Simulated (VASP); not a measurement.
A run of VASP 6.6.1 is set up as follows.

File INCAR:

```
SYSTEM = CsLiCr2Te2S3
  ALGO = Normal
  EDIFF = 1E-6
  ENCUT = 520
  GGA = PE
  ISIF = 2
  ISMEAR = -1
  ISPIN = 2
  LASPH = .TRUE.
  LCHARG = .FALSE.
  LMAXMIX = 4
  LORBIT = 11
  LREAL = .FALSE.
  LWAVE = .FALSE.
  MAGMOM = 0 0 3 3 0 0 0 0 0
  NBANDS = 47
  NELM = 150
  PREC = Accurate
  SIGMA = 0.05
```

File KPOINTS:

```
k-points
0
G
  4 4 4
  0 0 0
```

File POSCAR:

```
CsLiCr2Te2S3
1.0
    3.3190776142      1.9162686872      6.8804998449
   -3.3190776142      1.9162686872      6.8804998449
    0.0000000000     -3.8325423749      6.8804984522
Cs Li Cr Te S
1 1 2 2 3
Direct
    0.0000000000      0.0000000000      0.0000000000
    0.5000000000      0.5000000000      0.5000000000
    0.7984583493      0.7984583493      0.7984583493
    0.2015416507      0.2015416507      0.2015416507
    0.6799719354      0.6799719354      0.6799719354
    0.3200280646      0.3200280646      0.3200280646
    0.1361854070      0.8638145930      0.5000000000
    0.5000000000      0.1361854070      0.8638145930
    0.8638145930      0.5000000000      0.1361854070
```

Potentials or basis: VASP PAW PBE potentials, release 64 (Cs_sv, Li_sv, Cr_pv, Te, S).

The run is started by

```sh
$ cat potpaw_PBE.64/Cs_sv/POTCAR potpaw_PBE.64/Li_sv/POTCAR potpaw_PBE.64/Cr_pv/POTCAR potpaw_PBE.64/Te/POTCAR potpaw_PBE.64/S/POTCAR > POTCAR
$ mpirun -np 1 vasp_std > vasp.out
```

(1) Estimate the site moments.

(2) Predict the band gap on the k mesh.

Results:

(1) Cs -0.01; Li +0.00; Cr +2.32; Te -0.23; S -0.08 μB.

(2) zero (filled and empty bands overlap).

Caveat: spin-orbit coupling is left out, which moves the levels of the heavy elements.
